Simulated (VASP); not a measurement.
The system is Ga2P.

```
Ga P
1.0
    -1.63956    1.63956    5.33466
     1.63956   -1.63956    5.33466
     1.63956    1.63956   -5.33466
Ga P
2 1
Direct
  0.34000 0.34000 0.00000
  0.66000 0.66000 0.00000
  0.00000 0.00000 0.00000
```

```yaml
Program: VASP 6.6.1
Task: relaxation of cell and atoms
Functional: PBE
Potentials_or_basis: VASP PAW PBE potentials, release 64 (Ga_d, P)
Cutoff: 600 eV
k_mesh: 8 × 8 × 8
Occupations: gaussian, width 0.1 eV
Spin: no spin polarisation
```

At the start: pressure -3.9 GPa; volume 19.12 Å³/atom.

Q: How do energy, volume and symmetry change on relaxing?

A: Over 8 steps the energy falls by 35.9 meV/atom and the volume is 17.97 Å³/atom (-6.0 %); space group I4/mmm (No. 139, to 0.05 Å).

Step by step:
| step | energy change (eV) | largest force (eV/Å) | pressure (GPa) | volume (Å³) |
| --- | --- | --- | --- | --- |
| 1 | 0.0000 | 0.4557 | -3.93 | 57.36 |
| 2 | -0.0855 | 0.2929 | -0.45 | 53.55 |
| 3 | -0.0898 | 0.2381 | 0.76 | 52.61 |
| 4 | -0.0981 | 0.1758 | 0.46 | 52.96 |
| 5 | -0.1028 | 0.0984 | 0.15 | 53.45 |
| 6 | -0.1030 | 0.0872 | 0.06 | 53.53 |
| 7 | -0.1061 | 0.0634 | -0.02 | 53.72 |
| 8 | -0.1077 | 0.0377 | -0.10 | 53.92 |

Final structure:
```
Ga P
1.0
    -1.58730    1.58730    5.34998
     1.58730   -1.58730    5.34998
     1.58730    1.58730   -5.34998
Ga P
2 1
Cartesian
  0.0000 0.0000 3.7239
  0.0000 0.0000 6.9760
  0.0000 0.0000 0.0000
```
